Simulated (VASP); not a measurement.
# ZnSe (F-43m) in VASP: a series of runs

ZnSe is run at these levels: LDA; tasks: single point, relaxation of cell and atoms.

Everything below comes from runs of VASP 6.6.1. Logs are shortened: lines on timing, memory, paths and dates and some standing lists are left out, and cuts for length are marked.

### 1 The cell of the first run

It takes space group F-43m (No. 216, cubic). The conventional cell has a = 5.567 Å, b = 5.567 Å, c = 5.567 Å, α = 90.00°, β = 90.00°, γ = 90.00°. Within 3.2 Å of Zn (site symmetry -43m) lie 4 Se at 2.41 Å. Within 3.2 Å of Se (site symmetry -43m) lie 4 Zn at 2.41 Å.

### 2 Single point, LDA

INCAR

```
SYSTEM = ZnSe
PREC = Accurate
ENCUT = 500
EDIFF = 1E-6
ISMEAR = 0
SIGMA = 0.02
LREAL = .FALSE.
LASPH = .TRUE.
NELM = 120
ALGO = Normal
ISIF = 2
LWAVE = .FALSE.
LCHARG = .TRUE.
GGA = CA
LELF = .TRUE.
LVHAR = .TRUE.
NBANDS = 16
GGA_COMPAT = .FALSE.
```

KPOINTS

```
regular mesh
0
G
  8 8 8
  0 0 0
```

POSCAR

```
ZnSe
1.0
    0.0000000000      2.7836763814      2.7836763814
    2.7836763814      0.0000000000      2.7836763814
    2.7836763814      2.7836763814      0.0000000000
Zn Se
1 1
Direct
    0.0000000000      0.0000000000      0.0000000000
    0.2500000000      0.2500000000      0.2500000000
```

Potentials or basis: VASP PAW LDA potentials, release 64 (Zn, Se).

Command:

```console
$ cat potpaw_LDA.64/Zn/POTCAR potpaw_LDA.64/Se/POTCAR > POTCAR
$ mpirun -np 1 vasp_std > vasp.out
```

OUTCAR:

```text
SYSTEM = ZnSe
   PREC = Accurate
   ENCUT = 500
   EDIFF = 1E-6
   ISMEAR = 0
   LREAL = .FALSE.
   LASPH = .TRUE.
   NELM = 120
   ISIF = 2
   GGA = CA

 ion  position               nearest neighbor table
   1  0.000  0.000  0.000-   2 2.41   2 2.41   2 2.41   2 2.41
   2  0.250  0.250  0.250-   1 2.41   1 2.41   1 2.41   1 2.41

  LATTYP: Found a face centered cubic cell.
 ALAT       =     5.5673527628

  Lattice vectors:

 A1 = (   0.0000000000,   2.7836763814,   2.7836763814)
 A2 = (   2.7836763814,   0.0000000000,   2.7836763814)
 A3 = (   2.7836763814,   2.7836763814,   0.0000000000)

Analysis of symmetry for initial positions (statically):
=====================================================================
 Subroutine PRICEL returns:
 Original cell was already a primitive cell.

 Routine SETGRP: Setting up the symmetry group for a
 face centered cubic supercell.

 Subroutine GETGRP returns: Found 24 space group operations
 (whereof 24 operations were pure point group operations)
 out of a pool of 48 trial point group operations.

The static configuration has the point symmetry T_d .

Analysis of symmetry for dynamics (positions and initial velocities):
=====================================================================
 Subroutine PRICEL returns:
 Original cell was already a primitive cell.

 Routine SETGRP: Setting up the symmetry group for a
 face centered cubic supercell.

 Subroutine GETGRP returns: Found 24 space group operations
 (whereof 24 operations were pure point group operations)
 out of a pool of 48 trial point group operations.

The dynamic configuration has the point symmetry T_d .

 Subroutine INISYM returns: Found 24 space group operations
 (whereof 24 operations are pure point group operations),
 and found     1 'primitive' translations

----------------------------------------------------------------------------------------

                                     Primitive cell

  volume of cell :      43.1406

  direct lattice vectors                    reciprocal lattice vectors
     0.000000000  2.783676381  2.783676381    -0.179618580  0.179618580  0.179618580
     2.783676381  0.000000000  2.783676381     0.179618580 -0.179618580  0.179618580
     2.783676381  2.783676381  0.000000000     0.179618580  0.179618580 -0.179618580

  length of vectors
     3.936712892  3.936712892  3.936712892     0.311108507  0.311108507  0.311108507

  position of ions in fractional coordinates (direct lattice)
     0.000000000  0.000000000  0.000000000
     0.250000000  0.250000000  0.250000000

  ion indices of the primitive-cell ions
   primitive index   ion index
                 1           1
                 2           2

----------------------------------------------------------------------------------------

 KPOINTS: regular mesh

Automatic generation of k-mesh.
 Grid dimensions read from file:
 generate k-points for:    8    8    8

 Generating k-lattice:

  Cartesian coordinates                     Fractional coordinates (reciprocal lattice)
    -0.022452323  0.022452323  0.022452323     0.125000000  0.000000000  0.000000000
     0.022452323 -0.022452323  0.022452323     0.000000000  0.125000000  0.000000000
     0.022452323  0.022452323 -0.022452323     0.000000000  0.000000000  0.125000000

  Length of vectors
     0.038888563  0.038888563  0.038888563

  Shift w.r.t. Gamma in fractional coordinates (k-lattice)
     0.000000000  0.000000000  0.000000000

 Subroutine IBZKPT returns following result:
 ===========================================

 Found     29 irreducible k-points:

 Following reciprocal coordinates:
            Coordinates               Weight
  0.000000  0.000000  0.000000      1.000000
  0.125000  0.000000  0.000000      8.000000
  0.250000  0.000000  0.000000      8.000000
  0.375000  0.000000  0.000000      8.000000
  0.500000  0.000000  0.000000      4.000000
  0.125000  0.125000  0.000000      6.000000
[... 16 lines left out ...]
  0.500000  0.250000  0.125000     48.000000
 -0.375000  0.250000  0.125000     24.000000
 [... further k-points ...]
   k-points           NKPTS =     29   k-points in BZ     NKDIM =     29   number of bands    NBANDS=     16
   number of dos      NEDOS =    301   number of ions     NIONS =      2
   total plane-waves  NPLWV =  27000
   dimension x,y,z NGX =    30 NGY =   30 NGZ =   30
   dimension x,y,z NGXF=    60 NGYF=   60 NGZF=   60
   ions per type =               1   1
   NGX,Y,Z   is equivalent  to a cutoff of  12.67, 12.67, 12.67 a.u.
   NGXF,Y,Z  is equivalent  to a cutoff of  25.34, 25.34, 25.34 a.u.
 SYSTEM =  ZnSe
   PREC   = accura    normal or accurate (medium, high low for compatibility)
   ISTART =      0    job   : 0-new  1-cont  2-samecut
   ICHARG =      2    charge: 1-file 2-atom 10-const
   ISPIN  =      1    spin polarized calculation?
   LNONCOLLINEAR =      F non collinear calculations
   LSORBIT =      F    spin-orbit coupling
   LASPH  =      T    aspherical Exc in radial PAW
   ENCUT  =  500.0 eV  36.75 Ry    6.06 a.u.   7.18  7.18  7.18*2*pi/ulx,y,z
   NELM   =    120;   NELMIN=  2; NELMDL= -5     # of ELM steps
   EDIFF  = 0.1E-05   stopping-criterion for ELM
   LREAL  =      F    real-space projection
   EDIFFG = 0.1E-04   stopping-criterion for IOM
   NSW    =      0    number of steps for IOM
   IBRION =     -1    ionic relax: 0-MD 1-quasi-New 2-CG
   NFREE  =      0    steps in history (QN), initial steepest desc. (CG)
   ISIF   =      2    stress and relaxation
   ISYM   =      2    0-nonsym 1-usesym 2-fastsym
   POTIM  = 0.5000    time-step for ionic-motion
   TEBEG  =    0.0;   TEEND  =   0.0 temperature during run
   PSTRESS=    0.0 pullay stress
   NELECT =      18.0000    total number of electrons
   NUPDOWN=      -1.0000    fix difference up-down
   EMIN   =  10.00;   EMAX   =-10.00  energy-range for DOS
   EFERMI =   0.00;   METHOD = LEGACY
   ISMEAR =     0;   SIGMA  =   0.02  broadening in eV -4-tet -1-fermi 0-gaus
   EFERMI_NEDOS =   21; number of points for ismear=-14 and -15
   IALGO  =     38    algorithm
   IMIX   =      4    mixing-type and parameters
     AMIX     =   0.40;   BMIX     =  1.00
     AMIX_MAG =   1.60;   BMIX_MAG =  1.00
  volume/ion in A,a.u.               =      21.57       145.56
  Fermi-wavevector in a.u.,A,eV,Ry     =   1.223311  2.311723 20.360984  1.496490
  Thomas-Fermi vector in A             =   2.358427
   LORBIT       =      0    0 simple, 1 ext, 2 COOP (PROOUT), +10 PAW based schemes
   GGA     = CA    functional components
   LHFCALC =     F    Hartree Fock is set to
   AEXX    =    0.0000 exact exchange contribution
   IVDW    =     0    specifies the selected vdW correction
   LEPSILON=     F    determine dielectric tensor
   LRPA    =     F    only Hartree local field effects (RPA)
 non-spin polarized calculation
 Gauss-broadening in eV      SIGMA  =   0.02
  energy-cutoff  :      500.00
  volume of cell :       43.14
 maximum number of plane-waves:      1108
 NGX is ok and might be reduce to    30
   NGX = 15   NGY = 15   NGZ = 15

 number of electron      17.9999987 magnetization

 Free energy of the ion-electron system (eV)
  ---------------------------------------------------
  ext. energy  EPLUGINS =         0.00000000
  ---------------------------------------------------
  free energy    TOTEN  =        -7.37165855 eV

  energy without entropy =       -7.37165855  energy(sigma->0) =       -7.37165855

 E-fermi :   2.1092     XC(G=0):  -9.9384

 val. band max:        1.9928914404   @ k =   0.0000   0.0000   0.0000
 cond. band min:       3.2830362277   @ k =   0.0000   0.0000   0.0000
 fundamental gap:      1.2901447873
 Fermi energy:         2.1091737880

 k-point     1 :       0.0000    0.0000    0.0000
  band No.  band energies     occupation
      1     -11.6546      2.00000
      2      -4.8933      2.00000
      3      -4.8933      2.00000
      4      -4.8933      2.00000
      5      -4.4846      2.00000
      6      -4.4846      2.00000
[... 8 lines left out ...]
     15      13.5839      0.00000
     16      13.5839      0.00000

 k-point     2 :       0.1250    0.0000    0.0000
  band No.  band energies     occupation
      1     -11.5426      2.00000
      2      -4.8895      2.00000
      3      -4.8758      2.00000
      4      -4.8758      2.00000
      5      -4.4864      2.00000
      6      -4.4864      2.00000
[... 8 lines left out ...]
     15      12.6946      0.00000
     16      12.7397      0.00000

 k-point     3 :       0.2500    0.0000    0.0000
  band No.  band energies     occupation
      1     -11.2499      2.00000
      2      -4.8391      2.00000
      3      -4.8373      2.00000
      4      -4.8373      2.00000
      5      -4.4849      2.00000
      6      -4.4849      2.00000
[... 8 lines left out ...]
     15      12.4433      0.00000
     16      12.5642      0.00000

 k-point     4 :       0.3750    0.0000    0.0000
  band No.  band energies     occupation
      1     -10.9175      2.00000
      2      -4.8069      2.00000
      3      -4.8069      2.00000
      4      -4.6343      2.00000
      5      -4.4728      2.00000
      6      -4.4728      2.00000
[... 8 lines left out ...]
     15      13.6271      0.00000
     16      13.6271      0.00000
[... 324 lines left out ...]
 k-point    22 :       0.3750    0.2500    0.1250
  band No.  band energies     occupation
      1     -11.0198      2.00000
      2      -4.8602      2.00000
      3      -4.7821      2.00000
      4      -4.7556      2.00000
      5      -4.5024      2.00000
      6      -4.4566      2.00000
[... 8 lines left out ...]
     15      14.3654      0.00000
     16      15.5443      0.00000

 k-point    23 :       0.5000    0.2500    0.1250
  band No.  band energies     occupation
      1     -10.7412      2.00000
      2      -4.7943      2.00000
      3      -4.7560      2.00000
      4      -4.6223      2.00000
      5      -4.4720      2.00000
      6      -4.4154      2.00000
[... 8 lines left out ...]
     15      14.6836      0.00000
     16      15.7700      0.00000

 k-point    24 :      -0.3750    0.2500    0.1250
  band No.  band energies     occupation
      1     -10.6163      2.00000
      2      -4.7843      2.00000
      3      -4.7391      2.00000
      4      -4.5256      2.00000
      5      -4.4775      2.00000
      6      -4.2455      2.00000
[... 8 lines left out ...]
     15      14.7917      0.00000
     16      15.6727      0.00000

 [... further k-points ...]

------------------------ aborting loop because EDIFF is reached ----------------------------------------

  FORCE on cell =-STRESS in cart. coord.  units (eV):
  Direction    XX          YY          ZZ          XY          YZ          ZX
  --------------------------------------------------------------------------------------
  -------------------------------------------------------------------------------------
  Total        0.0997820      0.0997820      0.0997820      0.0000000      0.0000000      0.0000000
  in kB        3.7057537      3.7057537      3.7057537      0.0000000      0.0000000      0.0000000
  external PRESSURE =       3.7057537 kB  Pullay stress =       0.0000000 kB

 VOLUME and BASIS-vectors are now :
 -----------------------------------------------------------------------------
  energy-cutoff  :      500.00
  volume of cell :       43.14
      direct lattice vectors                 reciprocal lattice vectors
     0.000000000  2.783676381  2.783676381    -0.179618580  0.179618580  0.179618580
     2.783676381  0.000000000  2.783676381     0.179618580 -0.179618580  0.179618580
     2.783676381  2.783676381  0.000000000     0.179618580  0.179618580 -0.179618580

 POSITION                                       TOTAL-FORCE (eV/Angst)
 -----------------------------------------------------------------------------------
      0.00000      0.00000      0.00000        -0.000000     -0.000000      0.000000
      1.39184      1.39184      1.39184         0.000000      0.000000     -0.000000
 -----------------------------------------------------------------------------------
    total drift:                               -0.000000     -0.000000      0.000000

  FREE ENERGIE OF THE ION-ELECTRON SYSTEM (eV)
  ---------------------------------------------------
  free  energy   TOTEN  =        -7.3716585528 eV

  energy  without entropy=       -7.3716585528  energy(sigma->0) =       -7.37165855
```

Run time: 18 s. Hardware: 1 thread of Intel Xeon Platinum 8488C (Sapphire Rapids), shared host; peak memory 0.15 GiB.

What came out:

```yaml
Free_energy: -7.3717 eV
Pressure: 0.4 GPa
Band_gap_on_the_k_mesh: 1.29 eV
```

### 3 Relaxation of cell and atoms, LDA

This run uses another cell than the first one, of 22.76 Å³/atom.

INCAR

```
SYSTEM = ZnSe
PREC = Accurate
ENCUT = 500
EDIFF = 1E-7
ISMEAR = 0
SIGMA = 0.02
LREAL = .False.
LASPH = .True.
NELM = 120
ALGO = Normal
ISIF = 3
LWAVE = .False.
LCHARG = .False.
GGA = CA
IBRION = 2
NSW = 100
EDIFFG = -0.002
GGA_COMPAT = .False.
NELMIN = 4
```

KPOINTS

```
regular mesh
0
Gamma
  8 8 8
  0 0 0
```

POSCAR

```
ZnSe
1.0
    0.0000000000      2.8340000000      2.8340000000
    2.8340000000      0.0000000000      2.8340000000
    2.8340000000      2.8340000000      0.0000000000
Zn Se
1 1
Direct
    0.0000000000      0.0000000000      0.0000000000
    0.2500000000      0.2500000000      0.2500000000
```

Potentials or basis: VASP PAW LDA potentials, release 64 (Zn, Se).

Command:

```console
$ cat potpaw_LDA.64/Zn/POTCAR potpaw_LDA.64/Se/POTCAR > POTCAR
$ mpirun -np 1 vasp_std > vasp.out
```

Wall time 32 s (1 thread of Intel Xeon Platinum 8488C (Sapphire Rapids), shared host); peak memory 0.15 GiB.

Results (log left out):

```
Free energy                           : -7.3720 eV
Relaxed volume                        : 21.68 Å³/atom
Relaxed cell                          : a = 3.944 Å, b = 3.944 Å, c = 3.944 Å, α = 60.00°, β = 60.00°, γ = 60.00°
Space group after relaxing (to 0.1 Å) : F-43m (No. 216)
Energy gained by relaxing             : 10.9 meV/atom
Ionic steps                           : 3
Pressure after relaxing               : 0.0 GPa
Band gap on the k mesh                : 1.27 eV
```

The path:
```csv
step,energy change (eV),largest force (eV/Å),pressure (GPa),volume (Å³)
1,0.0000,0.0000,-3.11,45.52
2,-0.0193,0.0000,1.17,42.68
3,-0.0218,0.0000,0.00,43.36
```

Final structure:
```xyz
2
Lattice="0.0000 2.7885 2.7885 2.7885 0.0000 2.7885 2.7885 2.7885 0.0000" Properties=species:S:1:pos:R:3 pbc="T T T"
Zn    0.0000    0.0000    0.0000
Se    1.3942    1.3942    1.3942
```

Levels at points of the mesh, in eV from the valence-band top:
```csv
k point,band 6,band 7,band 8,band 9,band 10,band 11,band 12,band 13
"(0.00, 0.00, 0.00)",-6.46,0.00,0.00,0.00,1.27,5.69,5.69,5.69
"(0.50, 0.00, 0.00)",-6.28,-5.61,-0.95,-0.95,2.46,6.27,6.27,8.48
"(0.50, 0.50, 0.00)",-6.26,-5.04,-2.38,-2.38,2.70,3.32,10.89,11.42
```
